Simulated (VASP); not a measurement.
# HfN (Fm-3m) in VASP: a series of runs

The runs below take HfN through single point, relaxation of cell and atoms, with LDA.

Program: VASP 6.6.1. These are calculated values, not measurements. Logs are shortened: lines on timing, memory, paths and dates and some standing lists are left out, and cuts for length are marked.

## (1) The cell of the first run

Symmetry: Fm-3m, No. 225, cubic system. Conventional cell: a = 4.468 Å, b = 4.468 Å, c = 4.468 Å, α = 90.00°, β = 90.00°, γ = 90.00°. Within 3.0 Å of Hf (site symmetry m-3m) lie 6 N at 2.23 Å. Within 3.0 Å of N (site symmetry m-3m) lie 6 Hf at 2.23 Å.

## (2) Single point, LDA

Contents of INCAR:

```
SYSTEM = HfN
PREC     = Accurate       ! precision mode
ENCUT    = 520            ! plane-wave cutoff, eV
EDIFF    = 1E-6           ! SCF threshold, eV
ISMEAR   = 1              ! smearing method
SIGMA    = 0.1            ! smearing width, eV
LREAL    = .False.        ! projectors in reciprocal space
LASPH    = .True.         ! aspherical terms in the spheres
NELM     = 100            ! most SCF steps
ALGO     = Normal         ! electronic algorithm
ISIF     = 2              ! what is computed and relaxed
LWAVE    = .False.        ! write WAVECAR
LCHARG   = .False.        ! write CHGCAR
NBANDS   = 14             ! bands
```

Contents of KPOINTS:

```
regular mesh
0
Gamma
  16 16 16
  0 0 0
```

Contents of POSCAR:

```
HfN
1.0
    0.0000000000      2.2340208352      2.2340208352
    2.2340208352      0.0000000000      2.2340208352
    2.2340208352      2.2340208352      0.0000000000
Hf N
1 1
Direct
    0.0000000000      0.0000000000      0.0000000000
    0.5000000000      0.5000000000      0.5000000000
```

Potentials or basis: VASP PAW LDA potentials, release 64 (Hf_pv, N).

Run with:

```bash
$ cat potpaw_LDA.64/Hf_pv/POTCAR potpaw_LDA.64/N/POTCAR > POTCAR
$ mpirun -np 1 vasp_std > vasp.out
```

OUTCAR:

```text
SYSTEM = HfN
   PREC = Accurate
   ENCUT = 520
   EDIFF = 1E-6
   ISMEAR = 1
   LREAL = .False.
   LASPH = .True.
   NELM = 100
   ISIF = 2

 ion  position               nearest neighbor table
   1  0.000  0.000  0.000-   2 2.23   2 2.23   2 2.23   2 2.23   2 2.23   2 2.23
   2  0.500  0.500  0.500-   1 2.23   1 2.23   1 2.23   1 2.23   1 2.23   1 2.23

  LATTYP: Found a face centered cubic cell.
 ALAT       =     4.4680416704

  Lattice vectors:

 A1 = (   0.0000000000,   2.2340208352,   2.2340208352)
 A2 = (   2.2340208352,   0.0000000000,   2.2340208352)
 A3 = (   2.2340208352,   2.2340208352,   0.0000000000)

Analysis of symmetry for initial positions (statically):
=====================================================================
 Subroutine PRICEL returns:
 Original cell was already a primitive cell.

 Routine SETGRP: Setting up the symmetry group for a
 face centered cubic supercell.

 Subroutine GETGRP returns: Found 48 space group operations
 (whereof 48 operations were pure point group operations)
 out of a pool of 48 trial point group operations.

The static configuration has the point symmetry O_h .

Analysis of symmetry for dynamics (positions and initial velocities):
=====================================================================
 Subroutine PRICEL returns:
 Original cell was already a primitive cell.

 Routine SETGRP: Setting up the symmetry group for a
 face centered cubic supercell.

 Subroutine GETGRP returns: Found 48 space group operations
 (whereof 48 operations were pure point group operations)
 out of a pool of 48 trial point group operations.

The dynamic configuration has the point symmetry O_h .

 Subroutine INISYM returns: Found 48 space group operations
 (whereof 48 operations are pure point group operations),
 and found     1 'primitive' translations

----------------------------------------------------------------------------------------

                                     Primitive cell

  volume of cell :      22.2993

  direct lattice vectors                    reciprocal lattice vectors
     0.000000000  2.234020835  2.234020835    -0.223811700  0.223811700  0.223811700
     2.234020835  0.000000000  2.234020835     0.223811700 -0.223811700  0.223811700
     2.234020835  2.234020835  0.000000000     0.223811700  0.223811700 -0.223811700

  length of vectors
     3.159382564  3.159382564  3.159382564     0.387653235  0.387653235  0.387653235

  position of ions in fractional coordinates (direct lattice)
     0.000000000  0.000000000  0.000000000
     0.500000000  0.500000000  0.500000000

  ion indices of the primitive-cell ions
   primitive index   ion index
                 1           1
                 2           2

----------------------------------------------------------------------------------------

 KPOINTS: regular mesh

Automatic generation of k-mesh.
 Grid dimensions read from file:
 generate k-points for:   16   16   16

 Generating k-lattice:

  Cartesian coordinates                     Fractional coordinates (reciprocal lattice)
    -0.013988231  0.013988231  0.013988231     0.062500000  0.000000000  0.000000000
     0.013988231 -0.013988231  0.013988231     0.000000000  0.062500000  0.000000000
     0.013988231  0.013988231 -0.013988231     0.000000000  0.000000000  0.062500000

  Length of vectors
     0.024228327  0.024228327  0.024228327

  Shift w.r.t. Gamma in fractional coordinates (k-lattice)
     0.000000000  0.000000000  0.000000000

 Subroutine IBZKPT returns following result:
 ===========================================

 Found    145 irreducible k-points:

 Following reciprocal coordinates:
            Coordinates               Weight
  0.000000  0.000000  0.000000      1.000000
  0.062500  0.000000  0.000000      8.000000
  0.125000  0.000000  0.000000      8.000000
  0.187500  0.000000  0.000000      8.000000
  0.250000  0.000000  0.000000      8.000000
  0.312500  0.000000  0.000000      8.000000
[... 16 lines left out ...]
 -0.125000  0.062500  0.000000     24.000000
 -0.062500  0.062500  0.000000     12.000000
 [... further k-points ...]
   k-points           NKPTS =    145   k-points in BZ     NKDIM =    145   number of bands    NBANDS=     14
   number of dos      NEDOS =    301   number of ions     NIONS =      2
   total plane-waves  NPLWV =  13824
   dimension x,y,z NGX =    24 NGY =   24 NGZ =   24
   dimension x,y,z NGXF=    48 NGYF=   48 NGZF=   48
   ions per type =               1   1
   NGX,Y,Z   is equivalent  to a cutoff of  12.63, 12.63, 12.63 a.u.
   NGXF,Y,Z  is equivalent  to a cutoff of  25.26, 25.26, 25.26 a.u.
 SYSTEM =  HfN
   PREC   = accura    normal or accurate (medium, high low for compatibility)
   ISTART =      0    job   : 0-new  1-cont  2-samecut
   ICHARG =      2    charge: 1-file 2-atom 10-const
   ISPIN  =      1    spin polarized calculation?
   LNONCOLLINEAR =      F non collinear calculations
   LSORBIT =      F    spin-orbit coupling
   LASPH  =      T    aspherical Exc in radial PAW
   ENCUT  =  520.0 eV  38.22 Ry    6.18 a.u.   5.87  5.87  5.87*2*pi/ulx,y,z
   NELM   =    100;   NELMIN=  2; NELMDL= -5     # of ELM steps
   EDIFF  = 0.1E-05   stopping-criterion for ELM
   LREAL  =      F    real-space projection
   EDIFFG = 0.1E-04   stopping-criterion for IOM
   NSW    =      0    number of steps for IOM
   IBRION =     -1    ionic relax: 0-MD 1-quasi-New 2-CG
   NFREE  =      0    steps in history (QN), initial steepest desc. (CG)
   ISIF   =      2    stress and relaxation
   ISYM   =      2    0-nonsym 1-usesym 2-fastsym
   POTIM  = 0.5000    time-step for ionic-motion
   TEBEG  =    0.0;   TEEND  =   0.0 temperature during run
   PSTRESS=    0.0 pullay stress
   NELECT =      15.0000    total number of electrons
   NUPDOWN=      -1.0000    fix difference up-down
   EMIN   =  10.00;   EMAX   =-10.00  energy-range for DOS
   EFERMI =   0.00;   METHOD = LEGACY
   ISMEAR =     1;   SIGMA  =   0.10  broadening in eV -4-tet -1-fermi 0-gaus
   EFERMI_NEDOS =   21; number of points for ismear=-14 and -15
   IALGO  =     38    algorithm
   IMIX   =      4    mixing-type and parameters
     AMIX     =   0.40;   BMIX     =  1.00
     AMIX_MAG =   1.60;   BMIX_MAG =  1.00
  volume/ion in A,a.u.               =      11.15        75.24
  Fermi-wavevector in a.u.,A,eV,Ry     =   1.434415  2.710651 27.994603  2.057545
  Thomas-Fermi vector in A             =   2.553826
   LORBIT       =      0    0 simple, 1 ext, 2 COOP (PROOUT), +10 PAW based schemes
   GGA     = CA    functional components
   LHFCALC =     F    Hartree Fock is set to
   AEXX    =    0.0000 exact exchange contribution
   IVDW    =     0    specifies the selected vdW correction
   LEPSILON=     F    determine dielectric tensor
   LRPA    =     F    only Hartree local field effects (RPA)
 non-spin polarized calculation
 Methfessel and Paxton  Order N= 1 SIGMA  =   0.10
  energy-cutoff  :      520.00
  volume of cell :       22.30
 maximum number of plane-waves:       620
   NGX = 11   NGY = 11   NGZ = 11

 number of electron      14.9999999 magnetization

 Free energy of the ion-electron system (eV)
  ---------------------------------------------------
  ext. energy  EPLUGINS =         0.00000000
  ---------------------------------------------------
  free energy    TOTEN  =       -23.87068184 eV

  energy without entropy =      -23.87027105  energy(sigma->0) =      -23.87054491

 E-fermi :   8.4891     XC(G=0): -13.1526

 val. band max:        8.4853048215   @ k =  -0.4375   0.3125   0.1250
 cond. band min:       8.4921621358   @ k =  -0.1250   0.0625   0.0000
 fundamental gap:      0.0068573143
 Fermi energy:         8.4890801713

 k-point     1 :       0.0000    0.0000    0.0000
  band No.  band energies     occupation
      1     -22.3073      2.00000
      2     -22.3073      2.00000
      3     -22.3073      2.00000
      4      -8.9272      2.00000
      5       5.5145      2.00000
      6       5.5145      2.00000
      7       5.5145      2.00000
      8       8.0887      2.00000
      9       8.0887      2.00000
     10       8.0887      2.00000
     11      10.4893      0.00000
     12      10.4893      0.00000
     13      10.8186      0.00000
     14      18.2290      0.00000

 k-point     2 :       0.0625    0.0000    0.0000
  band No.  band energies     occupation
      1     -22.3545      2.00000
      2     -22.3110      2.00000
      3     -22.3110      2.00000
      4      -8.8272      2.00000
      5       5.1024      2.00000
      6       5.2595      2.00000
      7       5.2595      2.00000
      8       8.2184      2.00087
      9       8.2310      2.00160
     10       8.2310      2.00160
     11      10.8158      0.00000
     12      10.8158      0.00000
     13      11.0975      0.00000
     14      18.5481      0.00000

 k-point     3 :       0.1250    0.0000    0.0000
  band No.  band energies     occupation
      1     -22.4863      2.00000
      2     -22.3218      2.00000
      3     -22.3218      2.00000
      4      -8.5406      2.00000
      5       4.1773      2.00000
      6       4.6757      2.00000
      7       4.6757      2.00000
      8       8.4469      1.64852
      9       8.6017     -0.06748
     10       8.6017     -0.06748
     11      11.6591      0.00000
     12      11.6591      0.00000
     13      11.8135      0.00000
     14      19.4374      0.00000

 k-point     4 :       0.1875    0.0000    0.0000
  band No.  band energies     occupation
      1     -22.6767      2.00000
      2     -22.3378      2.00000
      3     -22.3378      2.00000
      4      -8.1037      2.00000
      5       3.0962      2.00000
      6       4.0099      2.00000
      7       4.0099      2.00000
      8       8.7213     -0.00493
      9       9.1499     -0.00000
     10       9.1499     -0.00000
     11      12.7207      0.00000
     12      12.7877      0.00000
     13      12.7877      0.00000
     14      19.9972      0.00000

 k-point     5 :       0.2500    0.0000    0.0000
  band No.  band energies     occupation
      1     -22.8918      2.00000
      2     -22.3566      2.00000
      3     -22.3566      2.00000
      4      -7.5680      2.00000
      5       2.0232      2.00000
      6       3.3899      2.00000
      7       3.3899      2.00000
      8       9.1177     -0.00000
      9       9.8487     -0.00000
     10       9.8487     -0.00000
     11      13.5922      0.00000
[... 276 lines left out ...]
 k-point    22 :      -0.1875    0.0625    0.0000
  band No.  band energies     occupation
      1     -22.7551      2.00000
      2     -22.3868      2.00000
      3     -22.3292      2.00000
      4      -7.8788      2.00000
      5       2.5691      2.00000
      6       3.5577      2.00000
      7       4.0350      2.00000
      8       8.7572     -0.00099
      9       9.0860     -0.00000
     10      10.0474     -0.00000
     11      12.1187      0.00000
     12      13.6141      0.00000
     13      13.8934      0.00000
     14      19.9964      0.00000

 k-point    23 :      -0.1250    0.0625    0.0000
  band No.  band energies     occupation
      1     -22.5624      2.00000
      2     -22.3617      2.00000
      3     -22.3155      2.00000
      4      -8.3373      2.00000
      5       3.5617      2.00000
      6       4.1771      2.00000
      7       4.6523      2.00000
      8       8.4922      0.94786
      9       8.5713      0.00891
     10       9.3425     -0.00000
     11      11.2146      0.00000
     12      12.6255      0.00000
     13      12.6723      0.00000
     14      19.9979      0.00000

 k-point    24 :      -0.0625    0.0625    0.0000
  band No.  band energies     occupation
      1     -22.4197      2.00000
      2     -22.3351      2.00000
      3     -22.3091      2.00000
      4      -8.6673      2.00000
      5       4.4757      2.00000
      6       4.7997      2.00000
      7       5.1384      2.00000
      8       8.2694      2.00804
      9       8.2800      2.01180
     10       8.7421     -0.00202
     11      10.7436      0.00000
     12      11.5928      0.00000
     13      11.7012      0.00000
     14      19.0547      0.00000

 [... further k-points ...]
[... 5 lines left out ...]
  --------------------------------------------------------------------------------------
  -------------------------------------------------------------------------------------
  Total       -0.1710708     -0.1710708     -0.1710708      0.0000000      0.0000000      0.0000000
  in kB      -12.2912119    -12.2912119    -12.2912119      0.0000000      0.0000000      0.0000000
  external PRESSURE =     -12.2912119 kB  Pullay stress =       0.0000000 kB

 VOLUME and BASIS-vectors are now :
 -----------------------------------------------------------------------------
  energy-cutoff  :      520.00
  volume of cell :       22.30
      direct lattice vectors                 reciprocal lattice vectors
     0.000000000  2.234020835  2.234020835    -0.223811700  0.223811700  0.223811700
     2.234020835  0.000000000  2.234020835     0.223811700 -0.223811700  0.223811700
     2.234020835  2.234020835  0.000000000     0.223811700  0.223811700 -0.223811700

 POSITION                                       TOTAL-FORCE (eV/Angst)
 -----------------------------------------------------------------------------------
      0.00000      0.00000      0.00000        -0.000000     -0.000000     -0.000000
      2.23402      2.23402      2.23402         0.000000      0.000000      0.000000
 -----------------------------------------------------------------------------------
    total drift:                                0.000000     -0.000000     -0.000000

  FREE ENERGIE OF THE ION-ELECTRON SYSTEM (eV)
  ---------------------------------------------------
  free  energy   TOTEN  =       -23.8706818396 eV

  energy  without entropy=      -23.8702710497  energy(sigma->0) =      -23.87054491
```

It took 30 s on 1 thread of AMD EPYC 7R13 (Zen 3), shared host; peak memory 0.13 GiB.

Results:

| Property | Result |
| --- | --- |
| Free energy | -23.8707 eV |
| Pressure | -1.2 GPa |

Caveat: spin-orbit coupling is left out, which moves the levels of the heavy elements.

## (3) Relaxation of cell and atoms, LDA

This run uses another cell than the first one, of 11.48 Å³/atom, 1.030 times its volume.

Contents of INCAR:

```
  PREC = Accurate
  ENCUT = 600
  EDIFF = 1E-6
  ISMEAR = 1
  SIGMA = 0.1
  LREAL = F
  LASPH = T
  NELM = 80
  ALGO = Normal
  ISIF = 3
  LWAVE = F
  LCHARG = F
  IBRION = 2
  NSW = 80
  EDIFFG = -0.002
```

Contents of KPOINTS:

```
regular mesh
0
Gamma
  16 16 16
```

Contents of POSCAR:

```
HfN
1.0
    0.0000000000      2.2560000000      2.2560000000
    2.2560000000      0.0000000000      2.2560000000
    2.2560000000      2.2560000000      0.0000000000
Hf N
1 1
Direct
    0.0000000000      0.0000000000      0.0000000000
    0.5000000000      0.5000000000      0.5000000000
```

Potentials or basis: VASP PAW LDA potentials, release 64 (Hf_pv, N).

Run with:

```bash
$ cat potpaw_LDA.64/Hf_pv/POTCAR potpaw_LDA.64/N/POTCAR > POTCAR
$ mpirun -np 1 vasp_std > vasp.out
```

Wall time 100 s (1 thread of AMD EPYC 7R13 (Zen 3), shared host); peak memory 0.16 GiB.

Results (log left out):

- Free energy: -23.8723 eV
- Relaxed volume: 11.10 Å³/atom
- Relaxed cell: a = 3.155 Å, b = 3.155 Å, c = 3.155 Å, α = 60.00°, β = 60.00°, γ = 60.00°
- Space group after relaxing (to 0.05 Å): Fm-3m (No. 225)
- Energy gained by relaxing: 11.8 meV/atom
- Ionic steps: 4
- Pressure after relaxing: 0.0 GPa

The path:
| step | energy change (eV) | largest force (eV/Å) | pressure (GPa) | volume (Å³) |
| --- | --- | --- | --- | --- |
| 1 | 0.0000 | 0.0000 | -9.61 | 22.96 |
| 2 | 0.0798 | 0.0000 | 24.18 | 20.75 |
| 3 | -0.0235 | 0.0000 | -0.24 | 22.22 |
| 4 | -0.0235 | 0.0000 | -0.02 | 22.21 |

Final structure:
```
Hf N
1.0
     0.00000    2.23090    2.23090
     2.23090    0.00000    2.23090
     2.23090    2.23090    0.00000
Hf N
1 1
Direct
  0.00000 0.00000 0.00000
  0.50000 0.50000 0.50000
```

Levels at points of the mesh, in eV from the Fermi level:
```csv
k point,band 5,band 6,band 7,band 8,band 9,band 10,band 11
"(0.00, 0.00, 0.00)",-2.98,-2.98,-2.98,-0.40,-0.40,-0.40,2.01
"(0.50, 0.00, 0.00)",-9.05,-6.33,-6.33,3.46,3.87,3.87,4.77
"(0.50, 0.50, 0.00)",-5.26,-3.98,-3.60,-3.60,4.26,5.80,5.80
```

Caveat: spin-orbit coupling is left out, which moves the levels of the heavy elements. LDA usually gives volumes a few per cent too small.
